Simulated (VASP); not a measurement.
# MoS2 (P1) in VASP: single point with PBE+D3(BJ)

Aim: the single point of MoS2 with PBE+D3(BJ).

Program: VASP 6.6.1. These are calculated values, not measurements. Logs are shortened: lines on timing, memory, paths and dates and some standing lists are left out, and cuts for length are marked.

### Step 1. The cell of the first run

The typed cell holds 6 atoms: a = 3.209 Å, b = 3.174 Å, c = 12.087 Å, α = 90.34°, β = 89.07°, γ = 120.65°.

### Step 2. Single point, PBE+D3(BJ) (atoms moved at random and the cell strained at random)

INCAR reads:

```
SYSTEM = MoS2
  ALGO = Normal
  EDIFF = 1E-6
  ENCUT = 520
  GGA = PE
  ISIF = 2
  ISMEAR = 0
  IVDW = 12
  LASPH = .TRUE.
  LCHARG = .FALSE.
  LREAL = .FALSE.
  LWAVE = .FALSE.
  NBANDS = 35
  NELM = 100
  PREC = Accurate
  SIGMA = 0.05
```

KPOINTS reads:

```
k-points
0
G
  12 12 4
  0 0 0
```

POSCAR reads:

```
MoS2
1.0
    3.2090874452     -0.0077829694      0.0257609994
   -1.6112839718      2.7340888501     -0.0092690767
    0.0988997071      0.0160095834     12.0868270011
Mo S
2 4
Direct
    0.3824599789      0.7187723677      0.2537838581
    0.6410155849      0.3347669884      0.7345369309
    0.2226525625      0.4507305991      0.6304854481
    0.6919056886      0.4171525443      0.1479437413
    0.3555687231      0.6927333674      0.8550077277
    0.7063974620      0.3858441331      0.3782422940
```

Potentials or basis: VASP PAW PBE potentials, release 64 (Mo_sv, S).

The run is started by

```bash
$ cat potpaw_PBE.64/Mo_sv/POTCAR potpaw_PBE.64/S/POTCAR > POTCAR
$ mpirun -np 1 vasp_std > vasp.out
```

OUTCAR:

```text
SYSTEM = MoS2
   EDIFF = 1E-6
   ENCUT = 520
   GGA = PE
   ISIF = 2
   ISMEAR = 0
   IVDW = 12
   LASPH = .TRUE.
   LREAL = .FALSE.
   NELM = 100
   PREC = Accurate
 IVDW          = 12

 ion  position               nearest neighbor table
   1  0.382  0.719  0.254-   4 2.11   4 2.30   4 2.32   6 2.37   6 2.38   6 2.38
   2  0.641  0.335  0.735-   3 2.02   3 2.10   5 2.28   5 2.29   5 2.47   3 2.73
   3  0.223  0.451  0.630-   2 2.02   2 2.10   2 2.73
   4  0.692  0.417  0.148-   1 2.11   1 2.30   1 2.32   6 2.79
   5  0.356  0.693  0.855-   2 2.28   2 2.29   2 2.47
   6  0.706  0.386  0.378-   1 2.37   1 2.38   1 2.38   4 2.79

  LATTYP: Found a triclinic cell.
 ALAT       =     3.1600619738
 B/A-ratio  =     1.7279459053
 C/A-ratio  =     3.9733964872
 COS(alpha) =     0.0012808064
 COS(beta)  =     0.1388088931
 COS(gamma) =     0.8614933566

  Lattice vectors:

 A1 = (   1.5978034734,   2.7263058807,   0.0164919227)
 A2 = (  -0.0134804984,   5.4603947308,   0.0072228460)
 A3 = (   3.3079871523,   0.0082266140,  12.1125880005)

Analysis of symmetry for initial positions (statically):
=====================================================================
 Subroutine PRICEL returns:
 Original cell was already a primitive cell.

 Routine SETGRP: Setting up the symmetry group for a
 triclinic supercell.

 Subroutine GETGRP returns: Found  1 space group operations
 (whereof  1 operations were pure point group operations)
 out of a pool of  2 trial point group operations.

The static configuration has the point symmetry C_1 .

Analysis of symmetry for dynamics (positions and initial velocities):
=====================================================================
 Subroutine PRICEL returns:
 Original cell was already a primitive cell.

 Routine SETGRP: Setting up the symmetry group for a
 triclinic supercell.

 Subroutine GETGRP returns: Found  1 space group operations
 (whereof  1 operations were pure point group operations)
 out of a pool of  2 trial point group operations.

The dynamic configuration has the point symmetry C_1 .

 Subroutine INISYM returns: Found  1 space group operations
 (whereof  1 operations are pure point group operations),
 and found     1 'primitive' translations

----------------------------------------------------------------------------------------

                                     Primitive cell

  volume of cell :     105.8903

  direct lattice vectors                    reciprocal lattice vectors
     3.209087445 -0.007782969  0.025760999     0.312083560  0.183911108 -0.002797203
    -1.611283972  2.734088850 -0.009269077     0.000892281  0.366276741 -0.000492452
     0.098899707  0.016009583 12.086827001    -0.000664468 -0.000111087  0.082740284

  length of vectors
     3.209200280  3.173572718 12.087242217     0.362253045  0.366278159  0.082743026

  position of ions in fractional coordinates (direct lattice)
     0.382459979  0.718772368  0.253783858
     0.641015585  0.334766988  0.734536931
     0.222652563  0.450730599  0.630485448
     0.691905689  0.417152544  0.147943741
     0.355568723  0.692733367  0.855007728
     0.706397462  0.385844133  0.378242294

  ion indices of the primitive-cell ions
   primitive index   ion index
                 1           1
                 2           2
                 3           3
                 4           4
                 5           5
                 6           6

----------------------------------------------------------------------------------------

 KPOINTS: k-points

Automatic generation of k-mesh.
 Grid dimensions read from file:
 generate k-points for:   12   12    4

 Generating k-lattice:

  Cartesian coordinates                     Fractional coordinates (reciprocal lattice)
     0.026006963  0.015325926 -0.000233100     0.083333333  0.000000000  0.000000000
     0.000074357  0.030523062 -0.000041038    -0.000000000  0.083333333  0.000000000
    -0.000166117 -0.000027772  0.020685071    -0.000000000  0.000000000  0.250000000

  Length of vectors
     0.030187754  0.030523180  0.020685757

  Shift w.r.t. Gamma in fractional coordinates (k-lattice)
     0.000000000  0.000000000  0.000000000

 Subroutine IBZKPT returns following result:
 ===========================================

 Found    292 irreducible k-points:

 Following reciprocal coordinates:
            Coordinates               Weight
  0.000000  0.000000  0.000000      1.000000
  0.083333 -0.000000  0.000000      2.000000
  0.166667 -0.000000  0.000000      2.000000
  0.250000 -0.000000  0.000000      2.000000
  0.333333 -0.000000  0.000000      2.000000
  0.416667 -0.000000  0.000000      2.000000
[... 16 lines left out ...]
  0.250000  0.166667  0.000000      2.000000
  0.333333  0.166667 -0.000000      2.000000
 [... further k-points ...]
   k-points           NKPTS =    292   k-points in BZ     NKDIM =    292   number of bands    NBANDS=     35
   number of dos      NEDOS =    301   number of ions     NIONS =      6
   total plane-waves  NPLWV =  51840
   dimension x,y,z NGX =    24 NGY =   24 NGZ =   90
   dimension x,y,z NGXF=    48 NGYF=   48 NGZF=  180
   ions per type =               2   4
   NGX,Y,Z   is equivalent  to a cutoff of  12.43, 12.57, 12.38 a.u.
   NGXF,Y,Z  is equivalent  to a cutoff of  24.87, 25.14, 24.76 a.u.
 SYSTEM =  MoS2
   PREC   = accura    normal or accurate (medium, high low for compatibility)
   ISTART =      0    job   : 0-new  1-cont  2-samecut
   ICHARG =      2    charge: 1-file 2-atom 10-const
   ISPIN  =      1    spin polarized calculation?
   LNONCOLLINEAR =      F non collinear calculations
   LSORBIT =      F    spin-orbit coupling
   LASPH  =      T    aspherical Exc in radial PAW
   ENCUT  =  520.0 eV  38.22 Ry    6.18 a.u.   5.97  5.90 22.47*2*pi/ulx,y,z
   NELM   =    100;   NELMIN=  2; NELMDL= -5     # of ELM steps
   EDIFF  = 0.1E-05   stopping-criterion for ELM
   LREAL  =      F    real-space projection
   EDIFFG = 0.1E-04   stopping-criterion for IOM
   NSW    =      0    number of steps for IOM
   IBRION =     -1    ionic relax: 0-MD 1-quasi-New 2-CG
   NFREE  =      0    steps in history (QN), initial steepest desc. (CG)
   ISIF   =      2    stress and relaxation
   ISYM   =      2    0-nonsym 1-usesym 2-fastsym
   POTIM  = 0.5000    time-step for ionic-motion
   TEBEG  =    0.0;   TEEND  =   0.0 temperature during run
   PSTRESS=    0.0 pullay stress
   NELECT =      52.0000    total number of electrons
   NUPDOWN=      -1.0000    fix difference up-down
   EMIN   =  10.00;   EMAX   =-10.00  energy-range for DOS
   EFERMI =   0.00;   METHOD = LEGACY
   ISMEAR =     0;   SIGMA  =   0.05  broadening in eV -4-tet -1-fermi 0-gaus
   EFERMI_NEDOS =   21; number of points for ismear=-14 and -15
   IALGO  =     38    algorithm
   IMIX   =      4    mixing-type and parameters
     AMIX     =   0.40;   BMIX     =  1.00
     AMIX_MAG =   1.60;   BMIX_MAG =  1.00
  volume/ion in A,a.u.               =      17.65       119.10
  Fermi-wavevector in a.u.,A,eV,Ry     =   1.291588  2.440747 22.697228  1.668199
  Thomas-Fermi vector in A             =   2.423348
   LORBIT       =      0    0 simple, 1 ext, 2 COOP (PROOUT), +10 PAW based schemes
   GGA     = PE    functional components
   LHFCALC =     F    Hartree Fock is set to
   AEXX    =    0.0000 exact exchange contribution
   IVDW    =    12    specifies the selected vdW correction
   LEPSILON=     F    determine dielectric tensor
   LRPA    =     F    only Hartree local field effects (RPA)
 non-spin polarized calculation
 Gauss-broadening in eV      SIGMA  =   0.05
  energy-cutoff  :      520.00
  volume of cell :      105.89
 maximum number of plane-waves:      2876
   NGX = 11   NGY = 11   NGZ = 45

 number of electron      52.0000001 magnetization

 Free energy of the ion-electron system (eV)
  ---------------------------------------------------
  ext. energy  EPLUGINS =         0.00000000
  ---------------------------------------------------
  free energy    TOTEN  =       -39.40412921 eV

  energy without entropy =      -39.40261133  energy(sigma->0) =      -39.40337027

 E-fermi :   7.9938     XC(G=0): -10.6472

 val. band max:        7.9908310864   @ k =   0.1667   0.0833   0.2500
 cond. band min:       7.9981921827   @ k =   0.1667   0.0833   0.0000
 fundamental gap:      0.0073610963
 Fermi energy:         7.9937582759

 k-point     1 :       0.0000    0.0000    0.0000
  band No.  band energies     occupation
      1     -53.8846      2.00000
      2     -53.6727      2.00000
      3     -28.1234      2.00000
      4     -28.0339      2.00000
      5     -27.9748      2.00000
      6     -27.9406      2.00000
[... 27 lines left out ...]
     34      12.0978      0.00000
     35      12.9076      0.00000

 k-point     2 :       0.0833   -0.0000    0.0000
  band No.  band energies     occupation
      1     -53.8819      2.00000
      2     -53.6698      2.00000
      3     -28.1223      2.00000
      4     -28.0424      2.00000
      5     -27.9845      2.00000
      6     -27.9524      2.00000
[... 27 lines left out ...]
     34      12.0312      0.00000
     35      13.3366      0.00000

 k-point     3 :       0.1667   -0.0000    0.0000
  band No.  band energies     occupation
      1     -53.8743      2.00000
      2     -53.6617      2.00000
      3     -28.1282      2.00000
      4     -28.0919      2.00000
      5     -28.0166      2.00000
      6     -27.9603      2.00000
[... 27 lines left out ...]
     34      12.0270      0.00000
     35      14.4265      0.00000
[... 723 lines left out ...]
 k-point    23 :       0.2500    0.1667    0.0000
  band No.  band energies     occupation
      1     -53.8489      2.00000
      2     -53.6360      2.00000
      3     -28.2294      2.00000
      4     -28.2264      2.00000
      5     -28.1338      2.00000
      6     -27.9890      2.00000
[... 27 lines left out ...]
     34      12.4660      0.00000
     35      14.9888      0.00000

 k-point    24 :       0.3333    0.1667   -0.0000
  band No.  band energies     occupation
      1     -53.8425      2.00000
      2     -53.6288      2.00000
      3     -28.3147      2.00000
      4     -28.2962      2.00000
      5     -28.1405      2.00000
      6     -27.9819      2.00000
[... 27 lines left out ...]
     34      12.1883      0.00000
     35      14.1460      0.00000

 [... further k-points ...]

------------------------ aborting loop because EDIFF is reached ----------------------------------------

 Edisp (eV)   -2.57729

 E8    (eV) :    -1.0401

  FORCE on cell =-STRESS in cart. coord.  units (eV):
  Direction    XX          YY          ZZ          XY          YZ          ZX
  --------------------------------------------------------------------------------------
  -------------------------------------------------------------------------------------
  Total      20.50876     6.63295    25.69557    -2.64325    -3.11703    -3.03628
  in kB     310.30866   100.36022   388.78793   -39.99377   -47.16239   -45.94056
  external pressure =      266.49 kB  Pullay stress =        0.00 kB

 VOLUME and BASIS-vectors are now :
 -----------------------------------------------------------------------------
  energy-cutoff  :      520.00
  volume of cell :      105.89
      direct lattice vectors                 reciprocal lattice vectors
     3.209087445 -0.007782969  0.025760999     0.312083560  0.183911108 -0.002797203
    -1.611283972  2.734088850 -0.009269077     0.000892281  0.366276741 -0.000492452
     0.098899707  0.016009583 12.086827001    -0.000664468 -0.000111087  0.082740284

 POSITION                                       TOTAL-FORCE (eV/Angst)
 -----------------------------------------------------------------------------------
      0.09430      1.96627      3.07063        -2.993589      1.467650      4.932185
      1.59032      0.92205      8.89163         2.295744     -3.816936      5.991063
      0.05061      1.24070      7.62213        -1.422844      3.933877     -9.103594
      1.56287      1.13752      1.80213         2.960507     -1.495356     -6.734031
      0.10942      1.90492     10.33707        -0.868215     -0.102120      3.173399
      1.68259      1.05549      4.58637         0.028396      0.012884      1.740978
 -----------------------------------------------------------------------------------
    total drift:                               -0.000337      0.000197      0.000057

  FREE ENERGIE OF THE ION-ELECTRON SYSTEM (eV)
  ---------------------------------------------------
  free  energy   TOTEN  =       -41.9814145907 eV

  energy  without entropy=      -41.9798967109  energy(sigma->0) =      -41.98065565
```

Wall time 9.8 min (1 thread of Intel Xeon Platinum 8488C (Sapphire Rapids), shared host); peak memory 0.85 GiB.

What came out:

```yaml
Free_energy: -41.9814 eV
Pressure: 26.6 GPa
Largest_force: 10.019 eV/Å
Band_gap_on_the_k_mesh: zero (bands 26 and 27 overlap by 0.29 eV)
Dispersion_energy_per_atom: -0.430 eV
```

Forces on the atoms (eV/Å):
```
Mo  -2.994  1.468  4.932
Mo   2.296 -3.817  5.991
S   -1.423  3.934 -9.104
S    2.961 -1.495 -6.734
S   -0.868 -0.102  3.173
S    0.028  0.013  1.741
```

Levels at points of the mesh, in eV from the Fermi level:
```tsv
k point	band 23	band 24	band 25	band 26	band 27	band 28	band 29	band 30
(0.00, 0.00, 0.00)	-1.97	-1.51	-0.64	-0.10	0.51	1.17	1.46	1.61
(0.50, 0.00, 0.00)	-2.65	-2.40	-1.28	-0.83	0.71	0.92	1.46	1.62
(0.00, 0.50, 0.00)	-2.60	-2.23	-1.26	0.19	0.90	0.94	1.59	2.00
(0.50, 0.50, 0.00)	-2.57	-2.48	-2.08	-1.20	0.39	0.72	1.32	1.60
(0.00, 0.00, 0.50)	-2.24	-1.64	-0.63	0.07	0.45	1.17	1.47	1.60
(0.50, 0.00, 0.50)	-2.65	-2.40	-1.29	-0.82	0.71	0.92	1.46	1.63
(0.00, 0.50, 0.50)	-2.62	-2.24	-1.26	0.19	0.90	0.94	1.60	1.99
(0.50, 0.50, 0.50)	-2.66	-2.48	-2.06	-1.20	0.38	0.72	1.33	1.60
```

Caveat: the cell differs from its parent crystal (atoms moved at random and the cell strained at random); the stress differs along the axes, from 10 to 39 GPa; forces of over 1 eV/Å act on the atoms, so gaps and moduli don't describe the material at rest.
